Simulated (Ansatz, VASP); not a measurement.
## AgI: VASP beside Ansatz

INCAR

```
SYSTEM = AgI
PREC = Accurate
ENCUT = 500
EDIFF = 1E-6
ISMEAR = 0
SIGMA = 0.1
LREAL = .FALSE.
LASPH = .TRUE.
NELM = 120
ALGO = Normal
ISIF = 2
LWAVE = .FALSE.
LCHARG = .TRUE.
GGA = PE
LELF = .TRUE.
LVHAR = .TRUE.
NBANDS = 16
GGA_COMPAT = .FALSE.
```

KPOINTS

```
Automatic mesh
0
G
  6 6 6
  0 0 0
```

POSCAR

```
AgI
1.0
    0.0000000000      3.3255716000      3.3255716000
    3.3255716000      0.0000000000      3.3255716000
    3.3255716000      3.3255716000      0.0000000000
Ag I
1 1
Direct
    0.0000000000      0.0000000000      0.0000000000
    0.2500000000      0.2500000000      0.2500000000
```

Input for Ansatz:

```yaml
crystal:
  lattice:
    - [0.0, 3.3255716, 3.3255716]
    - [3.3255716, 0.0, 3.3255716]
    - [3.3255716, 3.3255716, 0.0]
  atoms:
    - { symbol: Ag, position: [0.0, 0.0, 0.0] }
    - { symbol: I, position: [0.25, 0.25, 0.25] }
basis:
  ecutwfc: 420
kpoints:
  mp_grid: { grid: [6, 6, 6] }
hamiltonian:
  xc: pbe
scf:
  occupations: { method: gaussian, width: 0.1 }
output:
  forces: true
  stress: true
  eigenvalues: true
```

Alike in both runs: task single point; functional PBE; k mesh 6 × 6 × 6; occupations gaussian, width 0.1 eV; no spin polarisation.

```csv
,VASP,Ansatz
version,VASP 6.6.1,Ansatz 0.2.0
potentials or method,"VASP PAW PBE potentials, release 64 (Ag, I), cutoff 500 eV","scalar-relativistic, plane waves, PAW"
valence electrons in the cell,18,36
```

Ansatz gave:

```
gap on the k mesh at the Fermi level (eV) : 1.34
least direct gap on the mesh (eV)         : 1.34
pressure (GPa)                            : -0.3
```

**Question.** Estimate VASP's values.

**Answer.** gap on the k mesh at the Fermi level (eV): 1.35; least direct gap on the mesh (eV): 1.35; pressure (GPa): -0.3.

VASP's potentials hold 18 valence electrons a cell and Ansatz's 36, so a difference there can come from the potentials and not from the codes.

Spin-orbit coupling is off throughout.
